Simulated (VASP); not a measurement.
# Te2Mo in VASP: further runs, part 2 of 2

VASP 6.6.1. The steps go on from the part before.

## 4. Single point, PBE+D3(BJ)

The input, INCAR:

```
ALGO = Normal ; DIPOL = 0.5 0.5 0.500
EDIFF = 1E-6 ; ENCUT = 520
GGA = PE ; IDIPOL = 3
ISIF = 2 ; ISMEAR = 0
IVDW = 12 ; LASPH = T
LCHARG = F ; LDIPOL = T
LREAL = F ; LWAVE = F
NBANDS = 35 ; NELM = 80
PREC = Accurate ; SIGMA = 0.01
```

The input, KPOINTS:

```
k-points
0
Gamma
  9 9 1
```

The input, POSCAR:

```
Te2Mo
1.0
    3.5004349527      0.0000000000      0.0000000000
   -1.7502174764      3.0314655933      0.0000000000
    0.0000000000      0.0000000000     46.9720266495
Te Mo
4 2
Direct
    0.3333333333      0.6666666667      0.3883719911
    0.3333333333      0.6666666667      0.4657439016
    0.6666666667      0.3333333333      0.5342560984
    0.6666666667      0.3333333333      0.6116280089
    0.6666666667      0.3333333333      0.4270376860
    0.3333333333      0.6666666667      0.5729623140
```

Potentials or basis: VASP PAW PBE potentials, release 64 (Te, Mo_sv).

Launch:

```sh
> cat potpaw_PBE.64/Te/POTCAR potpaw_PBE.64/Mo_sv/POTCAR > POTCAR
> mpirun -np 1 vasp_std > vasp.out
```

OUTCAR:

```text
EDIFF = 1E-6
   ENCUT = 520
   GGA = PE
   ISIF = 2
   ISMEAR = 0
   IVDW = 12
   LASPH = T
   LREAL = F
   NELM = 80
   PREC = Accurate
 IVDW          = 12

 ion  position               nearest neighbor table
   1  0.333  0.667  0.388-   5 2.72   5 2.72   5 2.72   2 3.63
   2  0.333  0.667  0.466-   5 2.72   5 2.72   5 2.72   1 3.63
   3  0.667  0.333  0.534-   6 2.72   6 2.72   6 2.72   4 3.63
   4  0.667  0.333  0.612-   6 2.72   6 2.72   6 2.72   3 3.63
   5  0.667  0.333  0.427-   1 2.72   1 2.72   1 2.72   2 2.72   2 2.72   2 2.72
   6  0.333  0.667  0.573-   4 2.72   4 2.72   4 2.72   3 2.72   3 2.72   3 2.72

  LATTYP: Found a hexagonal cell.
 ALAT       =     3.5004349527
 C/A-ratio  =    13.4189114451

  Lattice vectors:

 A1 = (   3.5004349527,   0.0000000000,   0.0000000000)
 A2 = (  -1.7502174764,   3.0314655933,   0.0000000000)
 A3 = (   0.0000000000,   0.0000000000,  46.9720266495)

Analysis of symmetry for initial positions (statically):
=====================================================================
 Subroutine PRICEL returns:
 Original cell was already a primitive cell.

 Routine SETGRP: Setting up the symmetry group for a
 hexagonal supercell.

 Subroutine GETGRP returns: Found 12 space group operations
 (whereof 12 operations were pure point group operations)
 out of a pool of 24 trial point group operations.

The static configuration has the point symmetry D_3d.

Analysis of symmetry for dynamics (positions and initial velocities):
=====================================================================
 Subroutine PRICEL returns:
 Original cell was already a primitive cell.

 Routine SETGRP: Setting up the symmetry group for a
 hexagonal supercell.

 Subroutine GETGRP returns: Found 12 space group operations
 (whereof 12 operations were pure point group operations)
 out of a pool of 24 trial point group operations.

The dynamic configuration has the point symmetry D_3d.

 Subroutine INISYM returns: Found 12 space group operations
[... 120 lines left out ...]
   IVDW    =    12    specifies the selected vdW correction
   LEPSILON=     F    determine dielectric tensor
   LRPA    =     F    only Hartree local field effects (RPA)
 non-spin polarized calculation
 Gauss-broadening in eV      SIGMA  =   0.01
  energy-cutoff  :      520.00
  volume of cell :      498.44
 maximum number of plane-waves:     13591
 NGX is ok and might be reduce to    28
   NGX = 13   NGY = 13   NGZ =175

 number of electron      52.0000005 magnetization

 dipolmoment           0.000000      0.000000     -0.000000 electrons x Angstroem

 Free energy of the ion-electron system (eV)
  ---------------------------------------------------
  ext. energy  EPLUGINS =         0.00000000
  ---------------------------------------------------
  free energy    TOTEN  =       -35.96499730 eV

  energy without entropy =      -35.96499730  energy(sigma->0) =      -35.96499730

 E-fermi :  -0.7010     XC(G=0):  -3.3768

 val. band max:       -0.8128049432   @ k =   0.0000   0.0000   0.0000
 cond. band min:       0.0933073304   @ k =   0.2222   0.2222   0.0000
 fundamental gap:      0.9061122736
 Fermi energy:        -0.7009634952

 k-point     1 :       0.0000    0.0000    0.0000
  band No.  band energies     occupation
      1     -61.6280      2.00000
      2     -61.6280      2.00000
      3     -35.8047      2.00000
      4     -35.8047      2.00000
      5     -35.6621      2.00000
      6     -35.6621      2.00000
[... 445 lines left out ...]
     34       3.0377      0.00000
     35       3.7594      0.00000

------------------------ aborting loop because EDIFF is reached ----------------------------------------

 vacuum level on the upper side and lower side of the slab       (xc-potential included)        -0.133        -0.133

 Edisp (eV)   -2.84620

 E8    (eV) :    -1.3486

  FORCE on cell =-STRESS in cart. coord.  units (eV):
  Direction    XX          YY          ZZ          XY          YZ          ZX
  --------------------------------------------------------------------------------------
  -------------------------------------------------------------------------------------
  Total      -0.01426    -0.01426     0.06507     0.00000     0.00000     0.00000
  in kB      -0.04584    -0.04584     0.20915     0.00000     0.00000     0.00000
  external pressure =        0.04 kB  Pullay stress =        0.00 kB

 VOLUME and BASIS-vectors are now :
 -----------------------------------------------------------------------------
  energy-cutoff  :      520.00
  volume of cell :      498.44
      direct lattice vectors                 reciprocal lattice vectors
     3.500434953  0.000000000  0.000000000     0.285678784  0.164936723  0.000000000
    -1.750217476  3.031465593  0.000000000     0.000000000  0.329873445  0.000000000
     0.000000000  0.000000000 46.972026650     0.000000000  0.000000000  0.021289267

 POSITION                                       TOTAL-FORCE (eV/Angst)
 -----------------------------------------------------------------------------------
     -0.00000      2.02098     18.24262         0.000000      0.000000     -0.013413
     -0.00000      2.02098     21.87693         0.000000     -0.000000      0.016242
      1.75022      1.01049     25.09509         0.000000      0.000000     -0.016242
      1.75022      1.01049     28.72941         0.000000      0.000000      0.013413
      1.75022      1.01049     20.05883        -0.000000      0.000000      0.000313
     -0.00000      2.02098     26.91320        -0.000000     -0.000000     -0.000313
 -----------------------------------------------------------------------------------
    total drift:                                0.000000     -0.000000      0.000000

  FREE ENERGIE OF THE ION-ELECTRON SYSTEM (eV)
  ---------------------------------------------------
  free  energy   TOTEN  =       -38.8111974033 eV

  energy  without entropy=      -38.8111974033  energy(sigma->0) =      -38.81119740

 vacuum level on the upper side and lower side of the slab         3.751         3.751
```

stdout:

```text
POSCAR found type information on POSCAR TeMo
 POSCAR found :  2 types and       6 ions
 scaLAPACK will be used
 LDA part: xc-table for (Slater+PW92), standard interpolation
 POSCAR, INCAR and KPOINTS ok, starting setup
 FFT: planning ... GRIDC
 FFT: planning ... GRID_SOFT
 FFT: planning ... GRID
 WAVECAR not read
 entering main loop
```

Wall time 11 min (1 thread of AMD EPYC 7R13, shared host); peak memory 0.64 GiB.

Results:

```
Free energy                : -38.8112 eV
Largest force              : 0.016 eV/Å
Band gap on the k mesh     : 0.91 eV, indirect (least direct gap 1.14 eV)
Dispersion energy per atom : -0.474 eV
```

Forces in eV/Å, atoms in the order of the input:
```
Te   0.000  0.000 -0.013
Te   0.000  0.000  0.016
Te   0.000  0.000 -0.016
Te   0.000  0.000  0.013
Mo   0.000  0.000  0.000
Mo   0.000  0.000  0.000
```

Caveat: spin-orbit coupling is left out, which moves the levels of the heavy elements.
